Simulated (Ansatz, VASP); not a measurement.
**C: VASP beside Ansatz**

```xyz
4
Lattice="2.4612 0.0000 0.0000 -1.2306 2.1315 0.0000 0.0000 0.0000 4.1628" Properties=species:S:1:pos:R:3 pbc="T T T"
C     0.0000    1.4210    0.0002
C     1.2306    0.7105    2.0816
C     0.0000    1.4210    1.5566
C     1.2306    0.7105    3.6380
```

Change from the starting cell: strained cell.

Alike in both runs: functional PBEsol; k mesh 9 × 9 × 6; occupations gaussian, width 0.02 eV; no spin polarisation.

Ansatz relaxed the structure, and its values are those at the end. VASP's run is a single point on that final structure, the one shown.

```csv
,VASP,Ansatz
version,VASP 6.6.1,Ansatz 0.2.0
potentials or method,"VASP PAW PBE potentials, release 64 (C), cutoff 520 eV","scalar-relativistic, plane waves, PAW"
valence electrons in the cell,16,16
```

```tsv
	VASP	Ansatz	Ansatz less VASP
gap on the k mesh at the Fermi level (eV)	2.87	2.89	+0.020
least direct gap on the mesh (eV)	4.95	4.95	+0.002
pressure (GPa)	15.4	14.1	-1.30
rms of the force components (eV/Å)	0.007	0.000	-0.0068
```

VASP's potentials were made for PBE, not for PBEsol, and Ansatz warns of the same on its side. Ansatz's warnings: stress scf threshold loose.
